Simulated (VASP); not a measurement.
Write the native input for VASP 6.6.1 that does the following.

* Task: single point
* Functional: PBE
* Potentials or basis: VASP PAW PBE potentials, release 64 (K_sv, Nb_sv, O)
* Cutoff: 520 eV
* k mesh: 6 × 6 × 2
* Occupations: gaussian, width 0.1 eV
* Spin: no spin polarisation
* Dipole correction: no
* Further INCAR settings: ALGO = Normal; EDIFF = 1e-07; NBANDS = 33

The structure of K2Nb2O lies in POSCAR:

```
K2Nb2O
1.0
    3.5386745672      0.0000000000      0.0000000000
   -1.7693372836      3.0645820709      0.0000000000
    0.0000000000      0.0000000000     12.4933203195
K Nb O
2 2 1
Direct
    0.0000000000      0.0000000000      0.3298037954
    0.0000000000      0.0000000000      0.6701962046
    0.3333333333      0.6666666667      0.9309760785
    0.6666666667      0.3333333333      0.0690239215
    0.0000000000      0.0000000000      0.0000000000
```

One way to write it, as run:

INCAR

```
SYSTEM = K2Nb2O
PREC = Accurate
ENCUT = 520
EDIFF = 1E-7
ISMEAR = 0
SIGMA = 0.1
LREAL = .FALSE.
LASPH = .TRUE.
NELM = 60
ALGO = Normal
ISIF = 2
LWAVE = .FALSE.
LCHARG = .TRUE.
GGA = PE
LELF = .TRUE.
LVHAR = .TRUE.
NBANDS = 33
```

KPOINTS

```
Automatic mesh
0
G
  6 6 2
  0 0 0
```

Potentials or basis: VASP PAW PBE potentials, release 64 (K_sv, Nb_sv, O).

The run is started by

```console
$ cat potpaw_PBE.64/K_sv/POTCAR potpaw_PBE.64/Nb_sv/POTCAR potpaw_PBE.64/O/POTCAR > POTCAR
$ mpirun -np 1 vasp_std > vasp.out
```

It gave:

- Pressure: -0.1 GPa
- Largest force: 0.004 eV/Å
- Band gap on the k mesh: zero (band 25 reaches 4.46 eV, above the bottom of band 26 at 3.67 eV)

Run time: 79 s on 1 thread of Intel(R) Xeon(R) Platinum 8488C (Sapphire Rapids), with other jobs on the host, peak memory 0.28 GiB.
